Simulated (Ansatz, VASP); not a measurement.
# C: VASP beside Ansatz

```
C
1.0
     1.22950   -2.12791    0.00000
     1.22950    2.12791    0.00000
     0.00000    0.00000    6.68878
C
4
Direct
  0.08334 0.91666 0.75000
  0.58334 0.41666 0.25000
  0.91666 0.08334 0.25000
  0.41666 0.58334 0.75000
```

Alike in both runs: functional PBEsol; dispersion D3(BJ); k mesh 10 × 10 × 3; occupations fermi-dirac, width 0.1 eV; no spin polarisation.

Ansatz relaxed the structure, and its values are those at the end. VASP's run is a single point on that final structure, the one shown.

|  | VASP | Ansatz |
| --- | --- | --- |
| version | VASP 6.6.1 | Ansatz 0.2.0 |
| potentials or method | VASP PAW PBE potentials, release 64 (C), cutoff 520 eV | plane waves, PAW |
| valence electrons in the cell | 16 | 16 |

```tsv
	VASP	Ansatz	Ansatz less VASP
pressure (GPa)	0.7	0.0	-0.67
```

VASP's potentials were made for PBE, not for PBEsol.
